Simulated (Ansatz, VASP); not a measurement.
## EuSb: VASP beside Ansatz

File INCAR:

```
SYSTEM = EuSb
ALGO     = Normal         ! electronic algorithm
EDIFF    = 1E-7           ! SCF threshold, eV
ENCUT    = 520            ! plane-wave cutoff, eV
GGA      = PS             ! functional
ISIF     = 2              ! what is computed and relaxed
ISMEAR   = 0              ! smearing method
ISPIN    = 2              ! spin polarisation
LASPH    = .True.         ! aspherical terms in the spheres
LCHARG   = .False.        ! write CHGCAR
LMAXMIX  = 6              ! l up to which the mixer works
LORBIT   = 11             ! projections on sites
LREAL    = .False.        ! projectors in reciprocal space
LWAVE    = .False.        ! write WAVECAR
MAGMOM   = 7.2 0          ! initial moments
NBANDS   = 22             ! bands
NELM     = 150            ! most SCF steps
PREC     = Accurate       ! precision mode
SIGMA    = 0.05           ! smearing width, eV
```

Contents of KPOINTS:

```
k-points
0
Gamma
  8 8 8
  0 0 0
```

File POSCAR:

```
EuSb
1.0
    0.0000000000      3.6069784805      3.6069784805
    3.6069784805      0.0000000000      3.6069784805
    3.6069784805      3.6069784805      0.0000000000
Eu Sb
1 1
Direct
    0.0000000000      0.0000000000      0.0000000000
    0.2500000000      0.2500000000      0.2500000000
```

Input for Ansatz:

```yaml
crystal:
  lattice:
    - [0.0, 3.6069784805, 3.6069784805]
    - [3.6069784805, 0.0, 3.6069784805]
    - [3.6069784805, 3.6069784805, 0.0]
  atoms:
    - { symbol: Eu, position: [0.0, 0.0, 0.0], spin: 7.2 }
    - { symbol: Sb, position: [0.25, 0.25, 0.25] }
basis:
  ecutwfc: 420
  ecutrho_ratio: 4
kpoints:
  mp_grid: { grid: [8, 8, 8] }
hamiltonian:
  xc: pbesol
scf:
  occupations: { method: gaussian, width: 0.05 }
output:
  forces: true
  stress: true
  eigenvalues: true
  populations: true
magnetization:
  spin_polarized: true
```

Alike in both runs: task single point; functional PBEsol; k mesh 8 × 8 × 8; occupations gaussian, width 0.05 eV; collinear spin.

```csv
,VASP,Ansatz
version,VASP 6.6.1,Ansatz 0.2.0
potentials or method,"VASP PAW PBE potentials, release 64 (Eu, Sb), cutoff 520 eV","scalar-relativistic, plane waves, PAW"
valence electrons in the cell,22,32
```

VASP gave:

| Item | Value |
| --- | --- |
| gap on the k mesh at the Fermi level (eV) | none |
| pressure (GPa) | -1.0 |
| net moment per atom (μB) | 3.00 |
| size of the moment on the site where the two differ most (μB) | 6.39 |

Task: Estimate Ansatz's values.

Result: gap on the k mesh at the Fermi level (eV): none; pressure (GPa): -0.9; net moment per atom (μB): 3.00; size of the moment on the site where the two differ most (μB): 6.56.

VASP's potentials were made for PBE, not for PBEsol. Site moments also hang on the region over which each program counts them. A gap of «none» marks a metal or a gap that the smearing closes. VASP's potentials hold 22 valence electrons a cell and Ansatz's 32, so a difference there can come from the potentials and not from the codes. Ansatz's warnings: given moment on shells.

Neither program's run includes spin-orbit coupling.
